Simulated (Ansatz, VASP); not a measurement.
## Two plane-wave programs on TiO2

File INCAR:

```
SYSTEM = TiO2
ALGO = Normal
EDIFF = 1E-6
ENCUT = 520
GGA = PE
ISIF = 2
ISMEAR = 0
LASPH = .True.
LCHARG = .False.
LREAL = .False.
LWAVE = .False.
NBANDS = 33
NELM = 80
PREC = Accurate
SIGMA = 0.05
```

KPOINTS

```
k-points
0
Gamma
  8 8 10
  0 0 0
```

File POSCAR:

```
TiO2
1.0
    4.6831914003      0.0000000000      0.0000000000
    0.0000000000      4.6831914003      0.0000000000
    0.0000000000      0.0000000000      2.7583997347
Ti O
2 4
Direct
    0.0000000000      0.0000000000      0.0000000000
    0.5000000000      0.5000000000      0.5000000000
    0.3050970583      0.3050970583      0.0000000000
    0.1949029417      0.8050970583      0.5000000000
    0.6949029417      0.6949029417      0.0000000000
    0.8050970583      0.1949029417      0.5000000000
```

Input for Ansatz:

```yaml
crystal:
  lattice:
    - [4.6831914003, 0.0, 0.0]
    - [0.0, 4.6831914003, 0.0]
    - [0.0, 0.0, 2.7583997347]
  atoms:
    - { symbol: Ti, position: [0.0, 0.0, 0.0] }
    - { symbol: Ti, position: [0.5, 0.5, 0.5] }
    - { symbol: O, position: [0.3050970583, 0.3050970583, 0.0] }
    - { symbol: O, position: [0.1949029417, 0.8050970583, 0.5] }
    - { symbol: O, position: [0.6949029417, 0.6949029417, 0.0] }
    - { symbol: O, position: [0.8050970583, 0.1949029417, 0.5] }
basis:
  ecutwfc: 520.0
kpoints:
  mp_grid: { grid: [8, 8, 10] }
hamiltonian:
  xc: pbe
  pseudopotentials: { kind: paw, azcp: { folder: soft_1 } }
scf:
  occupations: { method: gaussian, width: 0.05 }
output:
  forces: true
  stress: true
  eigenvalues: true
```

Alike in both runs: task single point; functional PBE; k mesh 8 × 8 × 10; occupations gaussian, width 0.05 eV; no spin polarisation.

```csv
,VASP,Ansatz
version,VASP 6.6.1,Ansatz 0.2.0
potentials or method,"VASP PAW PBE potentials, release 64 (Ti_sv, O), cutoff 520 eV","scalar-relativistic, plane waves, PAW"
valence electrons in the cell,48,48
```

VASP gave:

* gap on the k mesh at the Fermi level (eV): 2.09
* least direct gap on the mesh (eV): 2.14
* pressure (GPa): 19.8
* traceless stress, the component that is largest in VASP (GPa): 20.88
* rms of the force components (eV/Å): 0.276

**Question.** What did Ansatz give for the same quantities?

**Answer.** gap on the k mesh at the Fermi level (eV): 2.11; least direct gap on the mesh (eV): 2.16; pressure (GPa): 19.1; traceless stress, the component that is largest in VASP (GPa): 20.56; rms of the force components (eV/Å): 0.251.

Atom by atom the forces differ by 0.026 eV/Å (rms over components).
